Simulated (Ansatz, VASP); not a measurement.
**BiTe in VASP and in Ansatz**

INCAR

```
SYSTEM = BiTe
PREC = Accurate
ENCUT = 520
EDIFF = 1E-7
ISMEAR = 0
SIGMA = 0.15
LREAL = .FALSE.
LASPH = .TRUE.
NELM = 80
ALGO = Normal
ISIF = 2
LWAVE = .FALSE.
LCHARG = .FALSE.
GGA = PE
NBANDS = 18
```

KPOINTS

```
Automatic mesh
0
G
  14 14 14
  0 0 0
```

File POSCAR:

```
BiTe
1.0
    0.0000000000      3.1864750000      3.1379500000
    3.1864750000      0.0000000000      3.1379500000
    3.1864750000      3.1864750000      0.0000000000
Bi Te
1 1
Direct
    0.0000000000      0.0000000000      0.0000000000
    0.5000000000      0.5000000000      0.5000000000
```

Input for Ansatz:

```yaml
crystal:
  lattice:
    - [0.0, 3.186475, 3.13795]
    - [3.186475, 0.0, 3.13795]
    - [3.186475, 3.186475, 0.0]
  atoms:
    - { symbol: Bi, position: [0.0, 0.0, 0.0] }
    - { symbol: Te, position: [0.5, 0.5, 0.5] }
basis:
  ecutwfc: 420
kpoints:
  mp_grid: { grid: [14, 14, 14] }
hamiltonian:
  xc: pbe
scf:
  occupations: { method: gaussian, width: 0.15 }
output:
  forces: true
  stress: true
  eigenvalues: true
```

Change from the starting cell: strain -0.015 along x and y, -0.030 along z, atoms carried along.

Alike in both runs: task single point; functional PBE; k mesh 14 × 14 × 14; occupations gaussian, width 0.15 eV; no spin polarisation.

|  | VASP | Ansatz |
| --- | --- | --- |
| version | VASP 6.6.1 | Ansatz 0.2.0 |
| potentials or method | VASP PAW PBE potentials, release 64 (Bi_d, Te), cutoff 520 eV | scalar-relativistic, plane waves, PAW |
| valence electrons in the cell | 21 | 31 |

```csv
,VASP,Ansatz,Ansatz less VASP
gap on the k mesh at the Fermi level (eV),none,none,-
pressure (GPa),4.2,4.3,+0.05
"traceless stress, the component that is largest in VASP (GPa)",1.16,1.16,+0.004
```

A gap of «none» marks a metal or a gap that the smearing closes. VASP's potentials hold 21 valence electrons a cell and Ansatz's 31, so a difference there can come from the potentials and not from the codes.

Spin-orbit coupling is off throughout.
